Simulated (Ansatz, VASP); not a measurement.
**PbSe in VASP and in Ansatz**

The input POSCAR:

```
PbSe
1.0
   -2.1984369832      2.1984369832      3.1090826765
    2.1984369832     -2.1984369832      3.1090826765
    2.1984369832      2.1984369832     -3.1090826765
Pb Se
1 1
Direct
    0.1222157868      0.1222157868      0.0000000000
    0.6234356348      0.6234356348      0.0000000000
```

The input INCAR.step1:

```
SYSTEM = PbSe
PREC = Accurate
ENCUT = 520
ISMEAR = 0
SIGMA = 0.02
LREAL = .False.
LASPH = .True.
NELM = 80
NBANDS = 17
GGA = PE
ALGO = Normal
EDIFF = 1E-4
LWAVE = .True.
LCHARG = .False.
```

INCAR.step2

```
SYSTEM = PbSe
PREC = Accurate
ENCUT = 520
EDIFF = 1E-6
ISMEAR = 0
SIGMA = 0.02
LREAL = .False.
LASPH = .True.
NELM = 80
ALGO = Normal
ISIF = 2
LWAVE = .False.
LCHARG = .False.
METAGGA = R2SCAN
LMIXTAU = .True.
NBANDS = 17
ISTART = 1
```

The input KPOINTS:

```
regular mesh
0
Gamma
  12 12 12
  0 0 0
```

Input for Ansatz:

```yaml
crystal:
  lattice:
    - [-2.1984369832, 2.1984369832, 3.1090826765]
    - [2.1984369832, -2.1984369832, 3.1090826765]
    - [2.1984369832, 2.1984369832, -3.1090826765]
  atoms:
    - { symbol: Pb, position: [0.1222157868, 0.1222157868, 0.0] }
    - { symbol: Se, position: [0.6234356348, 0.6234356348, 0.0] }
basis:
  ecutwfc: 500
kpoints:
  mp_grid: { grid: [12, 12, 12] }
  band_path:
    path:
      - [[0.0, 0.0, 0.0], [0.0, 0.0, 0.5], [0.25, 0.25, 0.25], [0.0, 0.5, 0.0], [0.0, 0.0, 0.0], [0.5, 0.5, -0.5], [0.37499813, 0.62500187, -0.37499813]]
      - [[-0.37499813, 0.37499813, 0.37499813], [0.0, 0.0, 0.0]]
      - [[0.0, 0.0, 0.5], [-0.24999626, 0.24999626, 0.5]]
      - [[0.5, 0.5, -0.24999626], [0.5, 0.5, -0.5]]
    npoints: 14
hamiltonian:
  xc: r2scan
scf:
  occupations: { method: gaussian, width: 0.02 }
  n_extra_bands: 6
output:
  forces: true
  stress: true
  eigenvalues: true
  populations: true
  dos: { projected: true, de: 0.02, nscf_kmesh: { grid: [18, 18, 18] } }
  bader: true
  write_density: true
  write_potential: true
  elf: true
  volumetric_format: npy
```

Alike in both runs: task single point; functional r2SCAN; k mesh 12 × 12 × 12; occupations gaussian, width 0.02 eV; no spin polarisation.

|  | VASP | Ansatz |
| --- | --- | --- |
| version | VASP 6.6.1 | Ansatz 0.2.0 |
| potentials or method | VASP PAW PBE potentials, release 64 (Pb_d, Se), cutoff 520 eV | scalar-relativistic, plane waves, PAW |
| valence electrons in the cell | 20 | 30 |

```csv
,VASP,Ansatz,Ansatz less VASP
gap on the k mesh at the Fermi level (eV),0.73,0.73,-0.006
least direct gap on the mesh (eV),0.73,0.73,-0.006
pressure (GPa),-1.0,-1.0,0.00
```

VASP's potentials were made for PBE, not for r2SCAN. VASP's potentials hold 20 valence electrons a cell and Ansatz's 30, so a difference there can come from the potentials and not from the codes.

Neither program's run includes spin-orbit coupling.
